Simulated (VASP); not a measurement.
# Zn3C: single point with PBE

The system is Zn3C.

```
Zn C
1.0
     6.06793    0.00000    0.00000
    -3.03396    5.25498    0.00000
     0.00000    0.00000    4.74928
Zn C
6 2
Direct
  0.33319 0.16660 0.75000
  0.83340 0.16660 0.75000
  0.83340 0.66681 0.75000
  0.66681 0.83340 0.25000
  0.16660 0.83340 0.25000
  0.16660 0.33319 0.25000
  0.66667 0.33333 0.25000
  0.33333 0.66667 0.75000
```

```
Program             : VASP 6.6.1
Task                : single point
Functional          : PBE
Potentials or basis : VASP PAW PBE potentials, release 64 (Zn, C)
Cutoff              : 520 eV
k mesh              : 3 × 3 × 4
Occupations         : gaussian, width 0.1 eV
Spin                : no spin polarisation
```

* Pressure: -14.8 GPa
* Largest force: 0.370 eV/Å
* Band gap on the k mesh: zero (band 40 reaches 1.49 eV, above the bottom of band 41 at 0.57 eV)

Forces in eV/Å, atoms in the order of the input:
```
Zn   0.321  0.185  0.000
Zn  -0.321  0.185  0.000
Zn   0.000 -0.370  0.000
Zn  -0.321 -0.185  0.000
Zn   0.321 -0.185  0.000
Zn   0.000  0.370  0.000
C    0.000  0.000  0.000
C    0.000  0.000  0.000
```

Stress tensor (GPa, compression positive):
```
-14.35   0.00   0.00
  0.00 -14.35   0.00
  0.00   0.00 -15.58
```

Levels at points of the mesh, in eV from the Fermi level:
| k point | band 36 | band 37 | band 38 | band 39 | band 40 | band 41 | band 42 | band 43 | band 44 | band 45 |
| --- | --- | --- | --- | --- | --- | --- | --- | --- | --- | --- |
| (0.00, 0.00, 0.00) | -2.89 | -2.89 | -2.28 | -1.44 | -0.20 | -0.19 | 0.75 | 0.75 | 2.50 | 2.65 |
| (0.00, 0.00, 0.50) | -2.03 | -2.03 | -2.03 | -1.58 | -1.58 | -0.59 | -0.59 | -0.59 | -0.59 | 3.13 |

Run time: 65 s on 1 thread of Intel(R) Xeon(R) Platinum 8259CL CPU @ 2.50GHz (Skylake/Cascade Lake), with other jobs on the host, peak memory 0.28 GiB.

Caveat: the k points lie up to 0.40 Å⁻¹ apart.
